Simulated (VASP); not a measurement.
**Mg5CoO6: single point with PBEsol**

Crystal: Mg5CoO6.

```
CELL_PARAMETERS angstrom
0.00000 6.32040 6.32040
4.21360 0.00000 4.21360
4.21360 4.21360 0.00000
ATOMIC_POSITIONS crystal
Co 0.99667 0.00167 0.00167
Co 0.33666 0.49833 0.49833
Mg 0.00052 0.99938 0.49938
Mg 0.00052 0.49938 0.99938
Mg 0.00097 0.49985 0.49985
Mg 0.33236 0.00015 0.00015
Mg 0.33281 0.00062 0.50062
Mg 0.33281 0.50062 0.00062
Mg 0.67005 0.99871 0.99871
Mg 0.66667 0.99965 0.50035
Mg 0.66667 0.50035 0.99965
Mg 0.66328 0.50129 0.50129
O 0.16667 0.25000 0.25000
O 0.16667 0.25000 0.75000
O 0.16667 0.75000 0.25000
O 0.16667 0.75000 0.75000
O 0.50220 0.24781 0.24781
O 0.50230 0.24650 0.75359
O 0.50230 0.75359 0.24650
O 0.49905 0.75058 0.75058
O 0.83113 0.25219 0.25219
O 0.83103 0.25350 0.74641
O 0.83103 0.74641 0.25350
O 0.83428 0.74942 0.74942
```

```
Program                : VASP 6.6.1
Task                   : single point
Functional             : PBEsol
Potentials or basis    : VASP PAW PBE potentials, release 64 (Co, Mg, O)
Cutoff                 : 600 eV
k mesh                 : 4 × 4 × 4
Occupations            : gaussian, width 0.05 eV
Spin                   : no spin polarisation
Dipole correction      : no
Further INCAR settings : ALGO = Normal; EDIFF = 1e-06; NBANDS = 73
```

```yaml
Pressure: -4.9 GPa
Largest_force: 0.473 eV/Å
Band_gap_on_the_k_mesh: zero (bands 55 and 56 overlap by 0.06 eV)
```

Forces in eV/Å, atoms in the order of the input:
```
Co  -0.056  0.041  0.041
Co   0.056 -0.041 -0.041
Mg  -0.074  0.090  0.031
Mg  -0.074  0.031  0.090
Mg  -0.017  0.045  0.045
Mg   0.017 -0.045 -0.045
Mg   0.074 -0.031 -0.090
Mg   0.074 -0.090 -0.031
Mg  -0.040  0.111  0.111
Mg   0.000 -0.089  0.089
Mg   0.000  0.089 -0.089
Mg   0.040 -0.111 -0.111
O    0.000  0.000  0.000
O    0.000  0.000  0.000
O    0.000  0.000  0.000
O    0.000  0.000  0.000
O    0.412 -0.032 -0.032
O    0.009 -0.473 -0.003
O    0.009 -0.003 -0.473
O   -0.018  0.012  0.012
O   -0.412  0.032  0.032
O   -0.009  0.473  0.003
O   -0.009  0.003  0.473
O    0.018 -0.012 -0.012
```

Stress tensor (GPa, compression positive):
```
-4.96 -0.01 -0.01
-0.01 -4.85 -0.05
-0.01 -0.05 -4.85
```

Levels at points of the mesh, in eV from the Fermi level:
| k point | band 51 | band 52 | band 53 | band 54 | band 55 | band 56 | band 57 | band 58 | band 59 | band 60 |
| --- | --- | --- | --- | --- | --- | --- | --- | --- | --- | --- |
| (0.00, 0.00, 0.00) | -0.87 | -0.47 | -0.44 | -0.40 | -0.03 | -0.02 | 1.11 | 1.15 | 1.97 | 4.97 |
| (0.50, 0.00, 0.00) | -0.88 | -0.46 | -0.41 | -0.40 | 0.03 | 0.03 | 1.04 | 1.10 | 3.37 | 3.46 |
| (0.00, 0.50, 0.00) | -0.58 | -0.55 | -0.53 | -0.44 | 0.02 | 0.15 | 0.44 | 1.10 | 4.38 | 4.38 |
| (0.50, 0.00, 0.50) | -0.56 | -0.54 | -0.54 | -0.47 | -0.02 | 0.07 | 0.39 | 1.13 | 4.76 | 4.80 |
| (0.00, 0.50, 0.50) | -0.57 | -0.55 | -0.52 | -0.44 | -0.03 | 0.12 | 0.36 | 1.16 | 4.91 | 4.92 |
| (0.50, 0.50, 0.50) | -0.56 | -0.56 | -0.51 | -0.47 | 0.03 | 0.10 | 0.46 | 1.07 | 4.36 | 4.39 |

Wall time 32 min on 1 thread of Oxide Virtual Turin-like Processor (shared host), peak memory 0.63 GiB.

Caveat: the cell stands under tension; the PAW data sets were made with another functional, which shifts forces and pressure a little; the run has no spin polarisation, though such a crystal can be magnetic; semilocal functionals often make such compounds metallic where correlation or magnetic order opens a gap, which also shifts bond lengths. With open d or f shells a metallic result of PBEsol can be an artefact of self-interaction; +U or a hybrid may open a gap.
